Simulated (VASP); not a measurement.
Runs of VASP 6.6.1 on Lu. The structure is that of space group Im-3m (No. 229), or close to it. The cells are those of the table. 

| task | cell | cutoff (eV) | gap on the mesh (eV) | pressure (GPa) |
| --- | --- | --- | --- | --- |
| relaxation of cell and atoms | relaxed to 10 GPa from a = 3.369 Å, angles 70.5, 109.5, 70.5°, 1 atom | 600 | none | 9.9 |
| relaxation of cell and atoms | relaxed to 20 GPa from a = 3.369 Å, angles 70.5, 109.5, 70.5°, 1 atom | 600 | none | 19.9 |
| relaxation of cell and atoms | relaxed from a = 3.369 Å, angles 70.5, 109.5, 70.5°, 1 atom | 600 | none | 0.1 |
| single point | a = 3.380 Å, angles 70.5, 109.5, 70.5°, 1 atom | 520 | none | 0.2 |
| single point | a = 3.070 Å, angles 70.5, 109.5, 70.5°, 1 atom | 520 | none | 20.5 |
| relaxation of cell and atoms | relaxed to 30 GPa from a = 3.369 Å, angles 70.5, 109.5, 70.5°, 1 atom | 600 | none | 29.8 |
| single point | a = 3.189 Å, angles 70.5, 109.5, 70.5°, 1 atom | 520 | none | (a) |
| single point | a = 2.971 Å, angles 70.5, 109.5, 70.5°, 1 atom | 520 | none | 31.2 |

Alike in all rows: level r2SCAN; potentials or basis VASP PAW PBE potentials, release 64 (Lu); no spin polarisation; k mesh 6 × 6 × 6; smearing gaussian 0.05 eV.

Estimate the missing entries.

(a) 10.5.

Caveats: all runs use coarse meshes; the PAW data sets were made with another functional, which shifts forces and pressure a little; spin-orbit coupling is left out, which moves the levels of the heavy elements; the cell is relaxed towards a set pressure, so the enthalpy falls and the energy may rise (some runs).

A k mesh can miss the band edges, and the runs leave out spin-orbit coupling on Lu.

A gap of «none» marks levels without a gap at the run's occupations.
